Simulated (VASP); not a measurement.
# Al3Sb2P: single point with PBE

Crystal: Al3Sb2P.

```xyz
6
Lattice="4.8178 0.0000 0.0000 -2.4089 4.1723 0.0000 0.0000 0.0000 6.4969" Properties=species:S:1:pos:R:3 pbc="T T T"
Al    2.4089    0.0000    5.2724
Al   -1.2044    2.0862    5.2724
Al    1.2044    2.0862    5.2724
Sb    0.0000    2.7815    2.5279
Sb    2.4089    1.3908    2.5279
P     0.0000    0.0000    4.4558
```

```yaml
Program: VASP 6.6.1
Task: single point
Functional: PBE
Potentials_or_basis: VASP PAW PBE potentials, release 64 (Al, Sb, P)
Cutoff: 520 eV
k_mesh: 6 × 6 × 4
Occupations: gaussian, width 0.1 eV
Spin: no spin polarisation
```

| Item | Value |
| --- | --- |
| Pressure | 15.3 GPa |
| Largest force | 0.818 eV/Å |
| Band gap on the k mesh | zero (band 12 reaches 8.34 eV, above the bottom of band 13 at 6.16 eV) |

Forces in eV/Å, atoms in the order of the input:
```
Al   0.000  0.000  0.373
Al   0.000  0.000  0.373
Al   0.000  0.000  0.373
Sb   0.000  0.000 -0.818
Sb   0.000  0.000 -0.818
P    0.000  0.000  0.516
```

Stress tensor (GPa, compression positive):
```
22.17  0.00  0.00
 0.00 22.17  0.00
 0.00  0.00  1.62
```

Levels at points of the mesh, in eV from the Fermi level:
```
           k point  band 9  band 10  band 11  band 12  band 13  band 14  band 15  band 16
(0.00, 0.00, 0.00)   -4.04    -3.19    -0.83    -0.70    -0.70     0.66     0.84     0.84
(0.50, 0.00, 0.00)   -3.61    -2.23    -0.48    -0.47     1.04     1.70     2.84     3.28
(0.00, 0.00, 0.50)   -3.93    -3.70    -1.18    -1.18    -1.15    -0.24     0.42     0.42
(0.50, 0.00, 0.50)   -2.38    -1.18    -1.15     0.19     0.90     1.20     1.77     1.77
```

It took 24 s on 1 thread of Intel(R) Xeon(R) 6975P-C (Granite Rapids), with other jobs on the host, peak memory 0.25 GiB.

Caveat: spin-orbit coupling is left out, which moves the levels of the heavy elements.
